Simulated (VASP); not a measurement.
BAs (base): single point with PBEsol

Crystal: BAs (base).

```xyz
2
Lattice="0.0000 2.3839 2.3839 2.3839 0.0000 2.3839 2.3839 2.3839 0.0000" Properties=species:S:1:pos:R:3 pbc="T T T"
B     0.0000    0.0000    0.0000
As    3.5759    3.5759    3.5759
```

```yaml
Program: VASP 6.6.1
Task: single point
Functional: PBEsol
Potentials_or_basis: VASP PAW PBE potentials, release 64 (B, As)
Cutoff: 500 eV
k_mesh: 10 × 10 × 10
Occupations: gaussian, width 0.02 eV
Spin: no spin polarisation
Dipole_correction: no
Further_INCAR_settings: ALGO = Normal; EDIFF = 1e-06; NBANDS = 11
```

The pressure is 0.9 GPa. The band gap on the k mesh is 1.07 eV, indirect (least direct gap 3.25 eV).

Levels at points of the mesh, in eV from the valence-band top:
```tsv
k point	band 1	band 2	band 3	band 4	band 5	band 6	band 7	band 8	band 9
(0.00, 0.00, 0.00)	-15.49	0.00	0.00	0.00	3.25	3.25	3.25	4.75	9.37
(0.50, 0.00, 0.00)	-12.58	-8.88	-1.84	-1.84	2.69	4.73	4.73	8.72	12.60
(0.50, 0.50, 0.00)	-11.27	-8.57	-4.13	-4.13	1.31	1.33	11.40	11.40	12.83
```

It took 14 s on 1 thread of AMD EPYC 7R43 64-Core Processor (Zen 3), on a shared host, peak memory 0.13 GiB.

Caveat: the PAW data sets were made with another functional, which shifts forces and pressure a little. A hybrid or GW would open this gap; PBEsol tends to underestimate it.
